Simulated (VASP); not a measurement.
# Cu25W (a cell with a defect) in VASP: single point with LDA

Aim: the single point of Cu25W (a cell with a defect) with LDA.

All numbers are computed with VASP 6.6.1; they aren't measurements. Logs are shortened: lines on timing, memory, paths and dates and some standing lists are left out, and cuts for length are marked.

**1. The cell of the first run**

The cell holds a defect, 26 atoms: a = 7.463 Å, b = 7.463 Å, c = 7.463 Å, α = 60.00°, β = 60.00°, γ = 60.00°.

**2. Single point, LDA**

Contents of INCAR:

```
SYSTEM = Cu25W
PREC = Accurate ; ENCUT = 520
EDIFF = 1E-6 ; ISMEAR = 1
SIGMA = 0.1 ; LREAL = Auto
LASPH = .TRUE. ; NELM = 100
ALGO = Normal ; ISIF = 2
LWAVE = .FALSE. ; LCHARG = .TRUE.
GGA = CA ; LELF = .TRUE.
LVHAR = .TRUE. ; NBANDS = 164
```

Contents of KPOINTS:

```
Automatic mesh
0
G
  4 4 4
  0 0 0
```

Contents of POSCAR:

```
Cu25W
1.0
    0.0000000000      5.2774853866      5.2774853866
    5.2774853866      0.0000000000      5.2774853866
    5.2774853866      5.2774853866      0.0000000000
W Cu
1 25
Direct
    0.0000000000      0.0000000000      0.1666666667
    0.0000000000      0.0000000000      0.6666666667
    0.0113249546      0.3718589691     -0.0249252952
   -0.0039016111      0.3146976891      0.3307409507
   -0.0039016111      0.3146976891      0.6917963047
    0.0039016111      0.6853023109      0.0025923827
   -0.0113249546      0.6281410309      0.3582586285
    0.0039016111      0.6853023109      0.6415370287
    0.3718589691      0.0113249546     -0.0249252952
    0.3146976891     -0.0039016111      0.3307409507
    0.3146976891     -0.0039016111      0.6917963047
    0.3401247068      0.3401247068     -0.0008609874
    0.3239330064      0.3239330064      0.3427336602
    0.3401247068      0.3401247068      0.6539449072
    0.3275374918      0.6724625082      0.0083136810
    0.3275374918      0.6724625082      0.3250196524
    0.3312821419      0.6687178581      0.6666666667
    0.6853023109      0.0039016111      0.0025923827
    0.6281410309     -0.0113249546      0.3582586285
    0.6853023109      0.0039016111      0.6415370287
    0.6724625082      0.3275374918      0.0083136810
    0.6724625082      0.3275374918      0.3250196524
    0.6687178581      0.3312821419      0.6666666667
    0.6760669936      0.6760669936     -0.0094003269
    0.6598752932      0.6598752932      0.3341943208
    0.6598752932      0.6598752932      0.6793884262
```

Potentials or basis: VASP PAW LDA potentials, release 64 (W_sv, Cu).

Launch:

```bash
> cat potpaw_LDA.64/W_sv/POTCAR potpaw_LDA.64/Cu/POTCAR > POTCAR
> mpirun -np 1 vasp_std > vasp.out
```

OUTCAR:

```text
SYSTEM = Cu25W
   PREC = Accurate
   ENCUT = 520
   EDIFF = 1E-6
   ISMEAR = 1
   LREAL = Auto
   LASPH = .TRUE.
   NELM = 100
   ISIF = 2
   GGA = CA

 ion  position               nearest neighbor table
   1  0.000  0.000  0.167-   3 2.43   7 2.43   9 2.43  19 2.43  16 2.72  22 2.72  21 2.72  15 2.72
                            10 3.13  20 3.13   8 3.13   4 3.13   5 3.13  11 3.13   6 3.13  18 3.13
   2  0.000  0.000  0.667-   5 2.43   6 2.43  11 2.43  18 2.43  10 2.43   4 2.43   8 2.43  20 2.43
                            17 2.47  23 2.47
   3  0.011  0.372  0.975-  24 2.39   5 2.42   4 2.42   8 2.42   6 2.42   1 2.43  14 2.43  12 2.43
                            21 2.59  22 2.59   9 2.69
   4  0.996  0.315  0.331-  10 2.38  22 2.39   3 2.42   7 2.42   2 2.43  23 2.48  13 2.53  12 2.53
                            25 2.54   6 2.63   5 2.69   1 3.13
   5  0.996  0.315  0.692-  11 2.38  21 2.39   3 2.42   7 2.42   2 2.43  23 2.48  13 2.53  14 2.53
                            26 2.54   8 2.63   4 2.69   1 3.13
   6  0.004  0.685  0.003-  18 2.38  15 2.39   7 2.42   3 2.42   2 2.43  17 2.48  24 2.53  25 2.53
                            12 2.54   4 2.63   8 2.69   1 3.13
   7  0.989  0.628  0.358-  13 2.39   6 2.42   8 2.42   4 2.42   5 2.42   1 2.43  25 2.43  26 2.43
                            15 2.59  16 2.59  19 2.69
   8  0.004  0.685  0.642-  20 2.38  16 2.39   7 2.42   3 2.42   2 2.43  17 2.48  24 2.53  26 2.53
                            14 2.54   5 2.63   6 2.69   1 3.13
   9  0.372  0.011  0.975-  24 2.39  11 2.42  10 2.42  20 2.42  18 2.42   1 2.43  14 2.43  12 2.43
                            15 2.59  16 2.59   3 2.69
  10  0.315  0.996  0.331-   4 2.38  16 2.39   9 2.42  19 2.42   2 2.43  17 2.48  13 2.53  12 2.53
[... 19 lines left out ...]
  20  0.685  0.004  0.642-   8 2.38  22 2.39  19 2.42   9 2.42   2 2.43  23 2.48  24 2.53  26 2.53
                            14 2.54  11 2.63  18 2.69   1 3.13
  21  0.672  0.328  0.008-  22 2.36  18 2.39   5 2.39  26 2.47  12 2.47  23 2.55  13 2.55  24 2.55
                            15 2.57   3 2.59  19 2.59   1 2.72
  22  0.672  0.328  0.325-  21 2.36   4 2.39  20 2.39  14 2.47  25 2.47  23 2.55  24 2.55  13 2.55
                            16 2.57  19 2.59   3 2.59   1 2.72
  23  0.669  0.331  0.667-  12 2.47  25 2.47  26 2.47  14 2.47   2 2.47   5 2.48  18 2.48  20 2.48
                             4 2.48  17 2.52  21 2.55  22 2.55
  24  0.676  0.676  0.991-   3 2.39   9 2.39  25 2.45  26 2.45   6 2.53  18 2.53   8 2.53  20 2.53
                            16 2.55  22 2.55  21 2.55  15 2.55
  25  0.660  0.660  0.334-   7 2.43  19 2.43  24 2.45  23 2.47  17 2.47  16 2.47  22 2.47   6 2.53
                            18 2.53  10 2.54   4 2.54  26 2.58
  26  0.660  0.660  0.679-   7 2.43  19 2.43  24 2.45  23 2.47  17 2.47  15 2.47  21 2.47  20 2.53
                             8 2.53  11 2.54   5 2.54  25 2.58

  LATTYP: Found a face centered cubic cell.
 ALAT       =    10.5549707732

  Lattice vectors:

 A1 = (   0.0000000000,   5.2774853866,   5.2774853866)
 A2 = (   5.2774853866,   0.0000000000,   5.2774853866)
 A3 = (   5.2774853866,   5.2774853866,   0.0000000000)

Analysis of symmetry for initial positions (statically):
=====================================================================
 Subroutine PRICEL returns:
 Original cell was already a primitive cell.

 Routine SETGRP: Setting up the symmetry group for a
 face centered cubic supercell.

 Subroutine GETGRP returns: Found  8 space group operations
 (whereof  4 operations were pure point group operations)
 out of a pool of 48 trial point group operations.

The static configuration has the point symmetry C_2v.
 The point group associated with its full space group is D_2h.

Analysis of symmetry for dynamics (positions and initial velocities):
=====================================================================
 Subroutine PRICEL returns:
 Original cell was already a primitive cell.

 Routine SETGRP: Setting up the symmetry group for a
 face centered cubic supercell.

 Subroutine GETGRP returns: Found  8 space group operations
 (whereof  4 operations were pure point group operations)
 out of a pool of 48 trial point group operations.

The dynamic configuration has the point symmetry C_2v.
 The point group associated with its full space group is D_2h.

 Subroutine INISYM returns: Found  8 space group operations
 (whereof  4 operations are pure point group operations),
 and found     1 'primitive' translations

----------------------------------------------------------------------------------------

                                     Primitive cell

  volume of cell :     293.9755

[... 72 lines left out ...]

 Generating k-lattice:

  Cartesian coordinates                     Fractional coordinates (reciprocal lattice)
    -0.023685523  0.023685523  0.023685523     0.250000000  0.000000000  0.000000000
     0.023685523 -0.023685523  0.023685523     0.000000000  0.250000000  0.000000000
     0.023685523  0.023685523 -0.023685523     0.000000000  0.000000000  0.250000000

  Length of vectors
     0.041024529  0.041024529  0.041024529

  Shift w.r.t. Gamma in fractional coordinates (k-lattice)
     0.000000000  0.000000000  0.000000000

 Subroutine IBZKPT returns following result:
 ===========================================

 Found     18 irreducible k-points:

 Following reciprocal coordinates:
            Coordinates               Weight
  0.000000  0.000000  0.000000      1.000000
  0.250000  0.000000  0.000000      4.000000
  0.000000  0.000000  0.250000      4.000000
  0.500000  0.000000  0.000000      2.000000
  0.000000  0.000000  0.500000      2.000000
  0.250000  0.250000  0.000000      2.000000
[... 10 lines left out ...]
 -0.250000  0.500000  0.250000      4.000000
  0.250000 -0.250000  0.500000      2.000000
   k-points           NKPTS =     18   k-points in BZ     NKDIM =     18   number of bands    NBANDS=    164
   number of dos      NEDOS =    301   number of ions     NIONS =     26
   total plane-waves  NPLWV = 175616
   dimension x,y,z NGX =    56 NGY =   56 NGZ =   56
   dimension x,y,z NGXF=   112 NGYF=  112 NGZF=  112
   ions per type =               1  25
   NGX,Y,Z   is equivalent  to a cutoff of  12.47, 12.47, 12.47 a.u.
   NGXF,Y,Z  is equivalent  to a cutoff of  24.95, 24.95, 24.95 a.u.
 SYSTEM =  Cu25W
   PREC   = accura    normal or accurate (medium, high low for compatibility)
   ISTART =      0    job   : 0-new  1-cont  2-samecut
   ICHARG =      2    charge: 1-file 2-atom 10-const
   ISPIN  =      1    spin polarized calculation?
   LNONCOLLINEAR =      F non collinear calculations
   LSORBIT =      F    spin-orbit coupling
   LASPH  =      T    aspherical Exc in radial PAW
   ENCUT  =  520.0 eV  38.22 Ry    6.18 a.u.  13.88 13.88 13.88*2*pi/ulx,y,z
   NELM   =    100;   NELMIN=  2; NELMDL= -5     # of ELM steps
   EDIFF  = 0.1E-05   stopping-criterion for ELM
   LREAL  =      T    real-space projection
   EDIFFG = 0.1E-04   stopping-criterion for IOM
   NSW    =      0    number of steps for IOM
   IBRION =     -1    ionic relax: 0-MD 1-quasi-New 2-CG
   NFREE  =      0    steps in history (QN), initial steepest desc. (CG)
   ISIF   =      2    stress and relaxation
   ISYM   =      2    0-nonsym 1-usesym 2-fastsym
   POTIM  = 0.5000    time-step for ionic-motion
   TEBEG  =    0.0;   TEEND  =   0.0 temperature during run
   PSTRESS=    0.0 pullay stress
   NELECT =     289.0000    total number of electrons
   NUPDOWN=      -1.0000    fix difference up-down
   EMIN   =  10.00;   EMAX   =-10.00  energy-range for DOS
   EFERMI =   0.00;   METHOD = LEGACY
   ISMEAR =     1;   SIGMA  =   0.10  broadening in eV -4-tet -1-fermi 0-gaus
   EFERMI_NEDOS =   21; number of points for ismear=-14 and -15
   IALGO  =     38    algorithm
   IMIX   =      4    mixing-type and parameters
     AMIX     =   0.40;   BMIX     =  1.00
     AMIX_MAG =   1.60;   BMIX_MAG =  1.00
  volume/ion in A,a.u.               =      11.31        76.30
  Fermi-wavevector in a.u.,A,eV,Ry     =   1.627810  3.076115 36.052252  2.649766
  Thomas-Fermi vector in A             =   2.720544
   LORBIT       =      0    0 simple, 1 ext, 2 COOP (PROOUT), +10 PAW based schemes
   GGA     = CA    functional components
   LHFCALC =     F    Hartree Fock is set to
   AEXX    =    0.0000 exact exchange contribution
   IVDW    =     0    specifies the selected vdW correction
   LEPSILON=     F    determine dielectric tensor
   LRPA    =     F    only Hartree local field effects (RPA)
 non-spin polarized calculation
 Methfessel and Paxton  Order N= 1 SIGMA  =   0.10
  energy-cutoff  :      520.00
  volume of cell :      293.98
 maximum number of plane-waves:      7954
   NGX = 27   NGY = 27   NGZ = 27

 number of electron     289.0000015 magnetization

 Free energy of the ion-electron system (eV)
  ---------------------------------------------------
  ext. energy  EPLUGINS =         0.00000000
  ---------------------------------------------------
  free energy    TOTEN  =      -127.65850630 eV

  energy without entropy =     -127.65514694  energy(sigma->0) =     -127.65738652

 E-fermi :   8.3186     XC(G=0): -13.4622

 val. band max:        8.3167982436   @ k =   0.2500   0.0000   0.5000
 cond. band min:       8.3217081147   @ k =   0.5000   0.5000   0.0000
 fundamental gap:      0.0049098710
 Fermi energy:         8.3186480948

 k-point     1 :       0.0000    0.0000    0.0000
  band No.  band energies     occupation
      1     -65.5729      2.00000
      2     -30.0542      2.00000
      3     -30.0423      2.00000
      4     -29.9417      2.00000
      5      -1.5368      2.00000
      6       1.8116      2.00000
[... 2851 lines left out ...]
    155      10.7358      0.00000
    156      10.7395      0.00000
 [bands above 156 left out]

------------------------ aborting loop because EDIFF is reached ----------------------------------------

  FORCE on cell =-STRESS in cart. coord.  units (eV):
  Direction    XX          YY          ZZ          XY          YZ          ZX
  --------------------------------------------------------------------------------------
  -------------------------------------------------------------------------------------
  Total        0.2669850      0.2669850      3.3148933     -2.0342184      0.0000000      0.0000000
  in kB        1.4550782      1.4550782     18.0662919    -11.0865661      0.0000000      0.0000000
  external PRESSURE =       6.9921494 kB  Pullay stress =       0.0000000 kB

 VOLUME and BASIS-vectors are now :
 -----------------------------------------------------------------------------
  energy-cutoff  :      520.00
  volume of cell :      293.98
      direct lattice vectors                 reciprocal lattice vectors
     0.000000000  5.277485387  5.277485387    -0.094742091  0.094742091  0.094742091
     5.277485387  0.000000000  5.277485387     0.094742091 -0.094742091  0.094742091
     5.277485387  5.277485387  0.000000000     0.094742091  0.094742091 -0.094742091

 POSITION                                       TOTAL-FORCE (eV/Angst)
 -----------------------------------------------------------------------------------
      0.87958      0.87958      0.00000        -0.000000     -0.000000     -0.000000
      3.51832      3.51832      0.00000        -0.000000     -0.000000     -0.000000
      7.10842      5.20571      2.02225         0.017215     -0.017215      0.019782
      3.40629      7.00238      6.91771        -0.003690     -0.001151     -0.000771
      5.31176      8.90784      6.91771         0.001151      0.003690     -0.000771
      3.63035      0.03427      3.63726         0.003690      0.001151      0.000771
[... 18 lines left out ...]
      5.24619      5.24619      6.96496         0.002277      0.002277      0.001530
      7.06794      7.06794      6.96496        -0.002277     -0.002277      0.001530
 -----------------------------------------------------------------------------------
    total drift:                               -0.000219     -0.000219     -0.000004

  FREE ENERGIE OF THE ION-ELECTRON SYSTEM (eV)
  ---------------------------------------------------
  free  energy   TOTEN  =      -127.6585063032 eV

  energy  without entropy=     -127.6551469419  energy(sigma->0) =     -127.65738652
```

Run time: 38 min. Hardware: 1 thread of Intel Xeon 6975P-C (Granite Rapids), shared host; peak memory 0.71 GiB.

Results:

- Free energy: -127.6585 eV
- Pressure: 0.7 GPa
- Largest force: 0.031 eV/Å
- Band gap on the k mesh: zero (an odd number of electrons rules out a gap without spin polarisation)

Forces in eV/Å, atoms in the order of the input:
```
W    0.000  0.000  0.000
Cu   0.000  0.000  0.000
Cu   0.017 -0.017  0.020
Cu  -0.004 -0.001 -0.001
Cu   0.001  0.004 -0.001
Cu   0.004  0.001  0.001
Cu  -0.017  0.017 -0.020
Cu  -0.001 -0.004  0.001
Cu  -0.017  0.017  0.020
Cu  -0.001 -0.004 -0.001
Cu   0.004  0.001 -0.001
Cu  -0.002 -0.002 -0.002
Cu   0.000  0.000  0.014
Cu   0.002  0.002 -0.002
Cu   0.003  0.002  0.000
Cu  -0.002 -0.003  0.000
Cu  -0.005  0.005  0.000
Cu   0.001  0.004  0.001
Cu   0.017 -0.017 -0.020
Cu  -0.004 -0.001  0.001
Cu   0.002  0.003  0.000
Cu  -0.003 -0.002  0.000
Cu   0.005 -0.005  0.000
Cu   0.000  0.000 -0.014
Cu   0.002  0.002  0.002
Cu  -0.002 -0.002  0.002
```

Caveat: spin-orbit coupling is left out, which moves the levels of the heavy elements.
